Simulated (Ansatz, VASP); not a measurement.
# One calculation of W, two programs

```
W
1.0
    -0.19991    1.99913    2.29900
     1.79921    0.00000    2.09908
     1.99913    1.99913   -0.19991
W
1
Cartesian
  0.0000 0.0000 0.0000
```

Change from the starting cell: engineering shear strain xz -0.2000, normal strain along z +0.1500.

Alike in both runs: task single point; functional PBEsol; k mesh 20 × 20 × 20; occupations gaussian, width 0.15 eV; no spin polarisation.

|  | VASP | Ansatz |
| --- | --- | --- |
| version | VASP 6.6.1 | Ansatz 0.2.0 |
| potentials or method | VASP PAW PBE potentials, release 64 (W_sv), cutoff 500 eV | scalar-relativistic, plane waves, PAW |
| valence electrons in the cell | 14 | 14 |

VASP gave:

| Quantity | Value |
| --- | --- |
| gap on the k mesh at the Fermi level (eV) | none |
| pressure (GPa) | -26.9 |
| traceless stress, the component that is largest in VASP (GPa) | 5.62 |

**Question.** Estimate Ansatz's values.

**Answer.** gap on the k mesh at the Fermi level (eV): none; pressure (GPa): -27.1; traceless stress, the component that is largest in VASP (GPa): 5.52.

VASP's potentials were made for PBE, not for PBEsol, and Ansatz warns of the same on its side. A gap of «none» marks a metal or a gap that the smearing closes. With one functional, cell and mesh, what is left measures potentials, basis and numerics.

Neither program's run includes spin-orbit coupling.
